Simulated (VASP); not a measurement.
Wanted: the native input for a VASP 6.6.1 run.

```
Task                   : single point
Functional             : PBE
Potentials or basis    : VASP PAW PBE potentials, release 64 (Se)
Cutoff                 : 520 eV
k mesh                 : 18 × 18 × 20
Occupations            : gaussian, width 0.1 eV
Spin                   : no spin polarisation
Dipole correction      : no
Further INCAR settings : ALGO = Normal; EDIFF = 1e-06; NBANDS = 9
```

The structure of Se lies in POSCAR:

```
Se
1.0
    2.8414708522      0.0000000000      0.0000000000
    0.0000000000      2.8414708522      0.0000000000
    0.0000000000      0.0000000000      2.8106533577
Se
1
Direct
    0.0000000000      0.0000000000      0.5000000000
```

The cell was generated, and may not be a known phase.

One way to write it, as run:

INCAR

```
SYSTEM = Se
  PREC = Accurate
  ENCUT = 520
  EDIFF = 1E-6
  ISMEAR = 0
  SIGMA = 0.1
  LREAL = .False.
  LASPH = .True.
  NELM = 100
  ALGO = Normal
  ISIF = 2
  LWAVE = .False.
  LCHARG = .False.
  GGA = PE
  NBANDS = 9
```

KPOINTS

```
regular mesh
0
Gamma
  18 18 20
  0 0 0
```

Potentials or basis: VASP PAW PBE potentials, release 64 (Se).

Launch:

```sh
$ cat potpaw_PBE.64/Se/POTCAR > POTCAR
$ mpirun -np 1 vasp_std > vasp.out
```

Results of the run:

| Item | Value |
| --- | --- |
| Pressure | 0.0 GPa |
| Band gap on the k mesh | zero (bands 3 and 4 overlap by 6.01 eV) |

It took 22 s on 1 thread of Intel(R) Xeon(R) 6975P-C (Granite Rapids), with other jobs on the host, peak memory 0.23 GiB.
